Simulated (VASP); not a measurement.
Wanted: the native input for a VASP 6.6.1 run.

```yaml
Task: single point
Functional: PBEsol
Potentials_or_basis: VASP PAW PBE potentials, release 64 (Mo_sv)
Cutoff: 520 eV
k_mesh: 18 × 18 × 18
Occupations: gaussian, width 0.15 eV
Spin: no spin polarisation
Dipole_correction: no
Further_INCAR_settings: ALGO = Normal; EDIFF = 1e-07; NBANDS = 13
```

The structure of Mo lies in POSCAR:

```
Mo
1.0
    2.8175757091      0.0000000000      0.0000000000
   -1.4087878546      2.4400921412      0.0000000000
    0.0000000000      0.0000000000      2.5168529895
Mo
1
Direct
    0.0000000000      0.0000000000      0.5000000000
```

This cell differs from its parent crystal: strain +0.030 along x and y, -0.015 along z.

The input as run:

INCAR

```
  PREC = Accurate
  ENCUT = 520
  EDIFF = 1E-7
  ISMEAR = 0
  SIGMA = 0.15
  LREAL = False
  LASPH = True
  NELM = 100
  ALGO = Normal
  ISIF = 2
  LWAVE = False
  LCHARG = False
  GGA = PS
  NBANDS = 13
```

KPOINTS

```
Automatic mesh
0
Gamma
  18 18 18
```

Potentials or basis: VASP PAW PBE potentials, release 64 (Mo_sv).

Launch:

```sh
$ cat potpaw_PBE.64/Mo_sv/POTCAR > POTCAR
$ mpirun -np 1 vasp_std > vasp.out
```

Results of the run:

The pressure is -11.7 GPa and the band gap on the k mesh is zero (band 7 reaches 11.49 eV, above the bottom of band 8 at 9.86 eV).

Caveat: the cell differs from its parent crystal (strain +0.030 along x and y, -0.015 along z); the PAW data sets were made with another functional, which shifts forces and pressure a little.

Run time: 38 s on 1 thread of AMD EPYC 9R45 96-Core Processor (Zen 5) (shared host), peak memory 0.16 GiB.
